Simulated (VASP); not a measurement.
# InSbO2 (P6/mmm) in VASP: notebook

Runs on InSbO2. Level: PBE. Tasks: single point.

Everything below comes from runs of VASP 6.6.1. Logs are shortened: lines on timing, memory, paths and dates and some standing lists are left out, and cuts for length are marked.

## (1) The cell of the first run

It takes space group P6/mmm (No. 191, hexagonal). The conventional cell has a = 3.451 Å, b = 3.451 Å, c = 8.037 Å, α = 90.00°, β = 90.00°, γ = 120.00°. Within 2.7 Å of In (site symmetry 6/mmm) lie 2 O at 2.01 Å. Sb (site symmetry 6/mmm) has 2 O at 2.01 Å within 2.7 Å. Within 2.7 Å of O (site symmetry 6mm) lie 1 In at 2.01 Å and 1 Sb at 2.01 Å.

The cell was generated, and may not be a known phase.

## (2) Single point, PBE

INCAR reads:

```
SYSTEM = InSbO2
PREC = Accurate
ENCUT = 520
EDIFF = 1E-6
ISMEAR = 0
SIGMA = 0.1
LREAL = .FALSE.
LASPH = .TRUE.
NELM = 80
ALGO = Normal
ISIF = 2
LWAVE = .FALSE.
LCHARG = .FALSE.
GGA = PE
NBANDS = 23
```

KPOINTS reads:

```
Automatic mesh
0
G
  6 6 4
  0 0 0
```

POSCAR reads:

```
InSbO2
1.0
    3.4508621453      0.0000000027      0.0000000000
   -1.7254310750      2.9885342814      0.0000000000
    0.0000000000      0.0000000000      8.0370932800
In Sb O
1 1 2
Direct
    0.0000000000      0.0000000000      0.0000000000
    0.0000000000      0.0000000000      0.5000000000
    0.0000000000      0.0000000000      0.2499354225
    0.0000000000      0.0000000000      0.7500645775
```

Potentials or basis: VASP PAW PBE potentials, release 64 (In_d, Sb, O).

Command:

```
$ cat potpaw_PBE.64/In_d/POTCAR potpaw_PBE.64/Sb/POTCAR potpaw_PBE.64/O/POTCAR > POTCAR
$ mpirun -np 1 vasp_std > vasp.out
```

OUTCAR:

```text
SYSTEM = InSbO2
   PREC = Accurate
   ENCUT = 520
   EDIFF = 1E-6
   ISMEAR = 0
   LREAL = .FALSE.
   LASPH = .TRUE.
   NELM = 80
   ISIF = 2
   GGA = PE

 ion  position               nearest neighbor table
   1  0.000  0.000  0.000-   3 2.01   4 2.01
   2  0.000  0.000  0.500-   3 2.01   4 2.01
   3  0.000  0.000  0.250-   1 2.01   2 2.01
   4  0.000  0.000  0.750-   1 2.01   2 2.01

  LATTYP: Found a hexagonal cell.
 ALAT       =     3.4508621453
 C/A-ratio  =     2.3290102420

  Lattice vectors:

 A1 = (   3.4508621453,   0.0000000027,   0.0000000000)
 A2 = (  -1.7254310750,   2.9885342814,   0.0000000000)
 A3 = (   0.0000000000,   0.0000000000,   8.0370932800)

Analysis of symmetry for initial positions (statically):
=====================================================================
 Subroutine PRICEL returns:
 Original cell was already a primitive cell.

 Routine SETGRP: Setting up the symmetry group for a
 hexagonal supercell.

 Subroutine GETGRP returns: Found 24 space group operations
 (whereof 24 operations were pure point group operations)
 out of a pool of 24 trial point group operations.

The static configuration has the point symmetry D_6h.

Analysis of symmetry for dynamics (positions and initial velocities):
=====================================================================
 Subroutine PRICEL returns:
 Original cell was already a primitive cell.

 Routine SETGRP: Setting up the symmetry group for a
 hexagonal supercell.

 Subroutine GETGRP returns: Found 24 space group operations
 (whereof 24 operations were pure point group operations)
 out of a pool of 24 trial point group operations.

The dynamic configuration has the point symmetry D_6h.

 Subroutine INISYM returns: Found 24 space group operations
 (whereof 24 operations are pure point group operations),
 and found     1 'primitive' translations

----------------------------------------------------------------------------------------

                                     Primitive cell

  volume of cell :      82.8867

  direct lattice vectors                    reciprocal lattice vectors
     3.450862145  0.000000003  0.000000000     0.289782656  0.167306095  0.000000000
    -1.725431075  2.988534281  0.000000000    -0.000000000  0.334612190  0.000000000
     0.000000000  0.000000000  8.037093280     0.000000000  0.000000000  0.124423092

  length of vectors
     3.450862145  3.450862145  8.037093280     0.334612190  0.334612190  0.124423092

  position of ions in fractional coordinates (direct lattice)
     0.000000000  0.000000000  0.000000000
     0.000000000  0.000000000  0.500000000
     0.000000000  0.000000000  0.249935423
     0.000000000  0.000000000  0.750064577

  ion indices of the primitive-cell ions
   primitive index   ion index
                 1           1
                 2           2
                 3           3
                 4           4

----------------------------------------------------------------------------------------

 KPOINTS: Automatic mesh

Automatic generation of k-mesh.
 Grid dimensions read from file:
 generate k-points for:    6    6    4

 Generating k-lattice:

  Cartesian coordinates                     Fractional coordinates (reciprocal lattice)
     0.048297109  0.027884349  0.000000000     0.166666667 -0.000000000  0.000000000
    -0.000000000  0.055768698  0.000000000     0.000000000  0.166666667  0.000000000
     0.000000000  0.000000000  0.031105773     0.000000000  0.000000000  0.250000000

  Length of vectors
     0.055768698  0.055768698  0.031105773

  Shift w.r.t. Gamma in fractional coordinates (k-lattice)
     0.000000000  0.000000000  0.000000000

 Subroutine IBZKPT returns following result:
 ===========================================

 Found     21 irreducible k-points:

 Following reciprocal coordinates:
            Coordinates               Weight
  0.000000  0.000000  0.000000      1.000000
  0.166667  0.000000  0.000000      6.000000
  0.333333 -0.000000  0.000000      6.000000
  0.500000  0.000000  0.000000      3.000000
  0.166667  0.166667  0.000000      6.000000
  0.333333  0.166667  0.000000     12.000000
[... 13 lines left out ...]
  0.333333  0.166667  0.500000     12.000000
  0.333333  0.333333  0.500000      2.000000
   k-points           NKPTS =     21   k-points in BZ     NKDIM =     21   number of bands    NBANDS=     23
   number of dos      NEDOS =    301   number of ions     NIONS =      4
   total plane-waves  NPLWV =  47040
   dimension x,y,z NGX =    28 NGY =   28 NGZ =   60
   dimension x,y,z NGXF=    56 NGYF=   56 NGZF=  120
   ions per type =               1   1   2
   NGX,Y,Z   is equivalent  to a cutoff of  13.49, 13.49, 12.41 a.u.
   NGXF,Y,Z  is equivalent  to a cutoff of  26.98, 26.98, 24.82 a.u.
 SYSTEM =  InSbO2
   PREC   = accura    normal or accurate (medium, high low for compatibility)
   ISTART =      0    job   : 0-new  1-cont  2-samecut
   ICHARG =      2    charge: 1-file 2-atom 10-const
   ISPIN  =      1    spin polarized calculation?
   LNONCOLLINEAR =      F non collinear calculations
   LSORBIT =      F    spin-orbit coupling
   LASPH  =      T    aspherical Exc in radial PAW
   ENCUT  =  520.0 eV  38.22 Ry    6.18 a.u.   6.42  6.42 14.94*2*pi/ulx,y,z
   NELM   =     80;   NELMIN=  2; NELMDL= -5     # of ELM steps
   EDIFF  = 0.1E-05   stopping-criterion for ELM
   LREAL  =      F    real-space projection
   EDIFFG = 0.1E-04   stopping-criterion for IOM
   NSW    =      0    number of steps for IOM
   IBRION =     -1    ionic relax: 0-MD 1-quasi-New 2-CG
   NFREE  =      0    steps in history (QN), initial steepest desc. (CG)
   ISIF   =      2    stress and relaxation
   ISYM   =      2    0-nonsym 1-usesym 2-fastsym
   POTIM  = 0.5000    time-step for ionic-motion
   TEBEG  =    0.0;   TEEND  =   0.0 temperature during run
   PSTRESS=    0.0 pullay stress
   NELECT =      30.0000    total number of electrons
   NUPDOWN=      -1.0000    fix difference up-down
   EMIN   =  10.00;   EMAX   =-10.00  energy-range for DOS
   EFERMI =   0.00;   METHOD = LEGACY
   ISMEAR =     0;   SIGMA  =   0.10  broadening in eV -4-tet -1-fermi 0-gaus
   EFERMI_NEDOS =   21; number of points for ismear=-14 and -15
   IALGO  =     38    algorithm
   IMIX   =      4    mixing-type and parameters
     AMIX     =   0.40;   BMIX     =  1.00
     AMIX_MAG =   1.60;   BMIX_MAG =  1.00
  volume/ion in A,a.u.               =      20.72       139.84
  Fermi-wavevector in a.u.,A,eV,Ry     =   1.166685  2.204715 18.519624  1.361154
  Thomas-Fermi vector in A             =   2.303195
   LORBIT       =      0    0 simple, 1 ext, 2 COOP (PROOUT), +10 PAW based schemes
   GGA     = PE    functional components
   LHFCALC =     F    Hartree Fock is set to
   AEXX    =    0.0000 exact exchange contribution
   IVDW    =     0    specifies the selected vdW correction
   LEPSILON=     F    determine dielectric tensor
   LRPA    =     F    only Hartree local field effects (RPA)
 non-spin polarized calculation
 Gauss-broadening in eV      SIGMA  =   0.10
  energy-cutoff  :      520.00
  volume of cell :       82.89
 maximum number of plane-waves:      2250
 NGX is ok and might be reduce to    28
   NGX = 13   NGY = 13   NGZ = 29

 number of electron      30.0000003 magnetization

 Free energy of the ion-electron system (eV)
  ---------------------------------------------------
  ext. energy  EPLUGINS =         0.00000000
  ---------------------------------------------------
  free energy    TOTEN  =       -18.56847408 eV

  energy without entropy =      -18.56707634  energy(sigma->0) =      -18.56777521

 E-fermi :   3.9191     XC(G=0):  -9.2923

 val. band max:        3.8678463835   @ k =   0.3333   0.3333   0.5000
 cond. band min:       4.2167323634   @ k =   0.3333   0.1667   0.5000
 fundamental gap:      0.3488859799
 Fermi energy:         3.9191053427

 k-point     1 :       0.0000    0.0000    0.0000
  band No.  band energies     occupation
      1     -14.1486      2.00000
      2     -13.5237      2.00000
      3     -10.2708      2.00000
      4     -10.2708      2.00000
      5      -9.9422      2.00000
      6      -9.9089      2.00000
[... 15 lines left out ...]
     22      14.3708      0.00000
     23      14.6434      0.00000

 k-point     2 :       0.1667    0.0000    0.0000
  band No.  band energies     occupation
      1     -14.0956      2.00000
      2     -13.4775      2.00000
      3     -10.2842      2.00000
      4     -10.2176      2.00000
      5      -9.9394      2.00000
      6      -9.9159      2.00000
[... 15 lines left out ...]
     22      13.0011      0.00000
     23      13.8693      0.00000

 k-point     3 :       0.3333   -0.0000    0.0000
  band No.  band energies     occupation
      1     -13.9888      2.00000
      2     -13.3826      2.00000
      3     -10.3191      2.00000
      4     -10.1090      2.00000
      5     -10.0005      2.00000
      6      -9.9298      2.00000
[... 15 lines left out ...]
     22      12.3973      0.00000
     23      14.2268      0.00000

 k-point     4 :       0.5000    0.0000    0.0000
  band No.  band energies     occupation
      1     -13.9349      2.00000
      2     -13.3338      2.00000
      3     -10.3388      2.00000
      4     -10.0536      2.00000
      5     -10.0312      2.00000
      6      -9.9367      2.00000
[... 15 lines left out ...]
     22      12.5625      0.00000
     23      13.7983      0.00000

 k-point     5 :       0.1667    0.1667    0.0000
  band No.  band energies     occupation
      1     -14.0158      2.00000
      2     -13.4067      2.00000
      3     -10.2839      2.00000
      4     -10.1625      2.00000
      5      -9.9793      2.00000
      6      -9.9322      2.00000
[... 356 lines left out ...]
 k-point    19 :       0.1667    0.1667    0.5000
  band No.  band energies     occupation
      1     -13.9607      2.00000
      2     -13.4957      2.00000
      3     -10.2839      2.00000
      4     -10.1614      2.00000
      5      -9.9794      2.00000
      6      -9.9323      2.00000
[... 15 lines left out ...]
     22      13.6304      0.00000
     23      15.3725      0.00000

 k-point    20 :       0.3333    0.1667    0.5000
  band No.  band energies     occupation
      1     -13.9008      2.00000
      2     -13.3938      2.00000
      3     -10.2828      2.00000
      4     -10.1036      2.00000
      5     -10.0153      2.00000
      6      -9.9528      2.00000
[... 15 lines left out ...]
     22      13.5207      0.00000
     23      13.5751      0.00000

 k-point    21 :       0.3333    0.3333    0.5000
  band No.  band energies     occupation
      1     -13.8808      2.00000
      2     -13.3602      2.00000
      3     -10.1800      2.00000
      4     -10.1800      2.00000
      5      -9.9934      2.00000
      6      -9.9934      2.00000
[... 15 lines left out ...]
     22      13.3017      0.00000
     23      14.1030      0.00000

------------------------ aborting loop because EDIFF is reached ----------------------------------------

  FORCE on cell =-STRESS in cart. coord.  units (eV):
  Direction    XX          YY          ZZ          XY          YZ          ZX
  --------------------------------------------------------------------------------------
  -------------------------------------------------------------------------------------
  Total       -0.1439467     -0.1439467      0.2770186      0.0000000      0.0000000     -0.0000000
  in kB       -2.7824500     -2.7824500      5.3546941      0.0000000      0.0000000     -0.0000000
  external PRESSURE =      -0.0700687 kB  Pullay stress =       0.0000000 kB

 VOLUME and BASIS-vectors are now :
 -----------------------------------------------------------------------------
  energy-cutoff  :      520.00
  volume of cell :       82.89
      direct lattice vectors                 reciprocal lattice vectors
     3.450862145  0.000000003  0.000000000     0.289782656  0.167306095  0.000000000
    -1.725431075  2.988534281  0.000000000    -0.000000000  0.334612190  0.000000000
     0.000000000  0.000000000  8.037093280     0.000000000  0.000000000  0.124423092

 POSITION                                       TOTAL-FORCE (eV/Angst)
 -----------------------------------------------------------------------------------
      0.00000      0.00000      0.00000         0.000000     -0.000000     -0.000000
      0.00000      0.00000      4.01855         0.000000     -0.000000     -0.000000
      0.00000      0.00000      2.00875        -0.000000     -0.000000      0.016399
      0.00000      0.00000      6.02834         0.000000      0.000000     -0.016399
 -----------------------------------------------------------------------------------
    total drift:                               -0.000000     -0.000000      0.000000

  FREE ENERGIE OF THE ION-ELECTRON SYSTEM (eV)
  ---------------------------------------------------
  free  energy   TOTEN  =       -18.5684740821 eV

  energy  without entropy=      -18.5670763413  energy(sigma->0) =      -18.56777521
```

Wall time 42 s (1 thread of Intel Xeon Platinum 8259CL at 2.50GHz (Skylake/Cascade Lake), shared host); peak memory 0.22 GiB.

Results:

```yaml
Free_energy: -18.5685 eV
Pressure: 0.0 GPa
Largest_force: 0.016 eV/Å
Band_gap_on_the_k_mesh: zero (bands 15 and 16 overlap by 1.21 eV)
```

Forces in eV/Å, atoms in the order of the input:
```
In   0.000  0.000  0.000
Sb   0.000  0.000  0.000
O    0.000  0.000  0.016
O    0.000  0.000 -0.016
```

Caveat: spin-orbit coupling is left out, which moves the levels of the heavy elements.

## (3) Single point, PBE

This run uses another cell than the first one, of 21.06 Å³/atom.

INCAR reads:

```
PREC     = Accurate       # precision mode
ENCUT    = 520            # plane-wave cutoff, eV
EDIFF    = 1E-7           # SCF threshold, eV
ISMEAR   = 0              # smearing method
SIGMA    = 0.1            # smearing width, eV
LREAL    = False          # projectors in reciprocal space
LASPH    = True           # aspherical terms in the spheres
NELM     = 80             # most SCF steps
ALGO     = Normal         # electronic algorithm
ISIF     = 2              # what is computed and relaxed
LWAVE    = False          # write WAVECAR
LCHARG   = False          # write CHGCAR
GGA      = PE             # functional
NBANDS   = 23             # bands
```

KPOINTS reads:

```
regular mesh
0
Gamma
  6 6 4
```

POSCAR reads:

```
InSbO2
1.0
    3.6691332100      0.0000000000      0.0000000000
   -1.8345666100      3.1775625700      0.0000000000
    0.0000000000      0.0000000000      7.2239069400
In Sb O
1 1 2
Direct
    0.0000000000      0.0000000000      0.0000000000
    0.0000000000      0.0000000000      0.5000000000
    0.0000000000      0.0000000000      0.1974520800
    0.0000000000      0.0000000000      0.8025479200
```

Potentials or basis: VASP PAW PBE potentials, release 64 (In_d, Sb, O).

Command:

```
$ cat potpaw_PBE.64/In_d/POTCAR potpaw_PBE.64/Sb/POTCAR potpaw_PBE.64/O/POTCAR > POTCAR
$ mpirun -np 1 vasp_std > vasp.out
```

Run time: 44 s. Hardware: 1 thread of Intel Xeon Platinum 8259CL at 2.50GHz (Skylake/Cascade Lake), shared host; peak memory 0.21 GiB.

Results (log left out):

```yaml
Free_energy: -5.3196 eV
Pressure: 69.3 GPa
Largest_force: 37.250 eV/Å
Band_gap_on_the_k_mesh: zero (bands 15 and 16 overlap by 3.77 eV)
```

Forces on the atoms (eV/Å):
```
In    0.000   0.000   0.000
Sb    0.000   0.000   0.000
O     0.000   0.000  37.250
O     0.000   0.000 -37.250
```

Stress tensor (GPa, compression positive):
```
 -0.75   0.00   0.00
  0.00  -0.75   0.00
  0.00   0.00 209.27
```

Levels at points of the mesh, in eV from the Fermi level:
```tsv
k point	band 11	band 12	band 13	band 14	band 15	band 16	band 17	band 18	band 19	band 20
(0.00, 0.00, 0.00)	-5.98	-5.98	-3.08	-3.08	1.74	2.35	3.01	3.01	5.18	6.76
(0.50, 0.00, 0.00)	-6.24	-4.62	-3.92	-3.23	-3.20	0.34	1.29	4.07	4.40	5.72
(0.00, 0.00, 0.50)	-5.92	-4.58	-3.22	-3.22	-0.16	3.23	3.23	3.53	4.63	8.48
(0.50, 0.00, 0.50)	-6.16	-4.84	-3.73	-3.44	-2.16	0.24	1.56	2.48	5.14	5.65
```

Caveat: atoms lie so close that the PAW spheres overlap strongly, which falsifies energies and pressures; the stress differs along the axes, from -1 to 209 GPa; spin-orbit coupling is left out, which moves the levels of the heavy elements; forces of over 1 eV/Å act on the atoms, so gaps and moduli don't describe the material at rest.

The gap in the log of VASP goes by the Fermi energy; the results here count the filled bands.